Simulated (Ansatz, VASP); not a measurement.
# One calculation of MnF2, two programs

```
CELL_PARAMETERS angstrom
4.87380 0.00000 0.00000
0.00000 4.87380 0.00000
0.00000 0.00000 3.31070
ATOMIC_POSITIONS crystal
Mn 0.00000 0.00000 0.00000
Mn 0.50000 0.50000 0.50000
F 0.30530 0.30530 0.00000
F 0.19470 0.80530 0.50000
F 0.69470 0.69470 0.00000
F 0.80530 0.19470 0.50000
```

Alike in both runs: task single point; functional PBE; k mesh 4 × 4 × 6; occupations gaussian, width 0.1 eV; no spin polarisation.

|  | VASP | Ansatz |
| --- | --- | --- |
| version | VASP 6.6.1 | Ansatz 0.2.0 |
| potentials or method | VASP PAW PBE potentials, release 64 (Mn_pv, F), cutoff 520 eV | scalar-relativistic, plane waves, PAW |
| valence electrons in the cell | 54 | 58 |

Ansatz gave:

```
gap on the k mesh at the Fermi level (eV)                     : none
pressure (GPa)                                                : -15.8
traceless stress, the component that is largest in VASP (GPa) : -3.03
rms of the force components (eV/Å)                            : 0.016
```

**Question.** Estimate VASP's values.

**Answer.** gap on the k mesh at the Fermi level (eV): none; pressure (GPa): -15.8; traceless stress, the component that is largest in VASP (GPa): -2.99; rms of the force components (eV/Å): 0.015.

Atom by atom the forces differ by 0.001 eV/Å (rms over components). A gap of «none» marks a metal or a gap that the smearing closes. VASP's potentials hold 54 valence electrons a cell and Ansatz's 58, so a difference there can come from the potentials and not from the codes.
